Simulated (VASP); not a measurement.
A run of VASP 6.6.1 is set up as follows.

INCAR

```
PREC = Accurate
ENCUT = 600
EDIFF = 1E-7
ISMEAR = 0
SIGMA = 0.1
LREAL = F
LASPH = T
NELM = 80
ALGO = Normal
ISIF = 3
LWAVE = F
LCHARG = F
GGA = PS
IBRION = 2
NSW = 70
EDIFFG = -0.005
```

File KPOINTS:

```
regular mesh
0
Gamma
  8 8 8
```

File POSCAR:

```
InSb
1.0
    0.0000000000      3.2391000000      3.2391000000
    3.2391000000      0.0000000000      3.2391000000
    3.2391000000      3.2391000000      0.0000000000
In Sb
1 1
Direct
    0.0000000000      0.0000000000      0.0000000000
    0.2500000000      0.2500000000      0.2500000000
```

Potentials or basis: VASP PAW PBE potentials, release 64 (In_d, Sb).

Command:

```console
$ cat potpaw_PBE.64/In_d/POTCAR potpaw_PBE.64/Sb/POTCAR > POTCAR
$ mpirun -np 1 vasp_std > vasp.out
```

Predict the relaxed cell.

a = 4.611 Å, b = 4.611 Å, c = 4.611 Å, α = 60.00°, β = 60.00°, γ = 60.00°.

Predict the band gap on the k mesh.

zero (filled and empty bands touch).

The path:
```tsv
step	energy change (eV)	largest force (eV/Å)	pressure (GPa)	volume (Å³)
1	0.0000	0.0000	0.89	67.97
2	-0.0032	0.0000	-0.32	69.85
3	-0.0037	0.0000	0.00	69.33
```

Caveat: semilocal functionals underestimate gaps, so a narrow gap can read as zero; the PAW data sets were made with another functional, which shifts forces and pressure a little; spin-orbit coupling is left out, which moves the levels of the heavy elements. Zero-point motion and thermal expansion aren't in these numbers.
